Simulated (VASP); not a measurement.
ZrB: vibrations by perturbation theory with PBE

The system is ZrB.

```
Zr B
1.0
     0.00000    2.41593    2.41593
     2.41593    0.00000    2.41593
     2.41593    2.41593    0.00000
Zr B
1 1
Direct
  0.00000 0.00000 0.00000
  0.50000 0.50000 0.50000
```

* Program: VASP 6.6.1
* Task: vibrations by perturbation theory
* Functional: PBE
* Potentials or basis: VASP PAW PBE potentials, release 64 (Zr_sv, B)
* Cutoff: 520 eV
* k mesh: 16 × 16 × 16
* Occupations: fermi-dirac, width 0.15 eV
* Spin: no spin polarisation
* Dipole correction: no
* Further INCAR settings: ALGO = Normal; EDIFF = 1e-08; IBRION = 8; NSW = 1

```yaml
Highest_phonon_frequency_at_Γ_LO-TO_splitting_left_out: 459 cm⁻¹
```

Phonon frequencies in cm⁻¹ (negative: imaginary):
| q point | frequencies |
| --- | --- |
| (0.000, 0.000, 0.000) | -1 -1 -1 459 459 459 |

Run time: 7.5 min on 1 thread of Intel Xeon 6975P-C, on a shared host, peak memory 0.38 GiB.

Caveat: the cell wasn't relaxed at this level first, which shifts response properties.
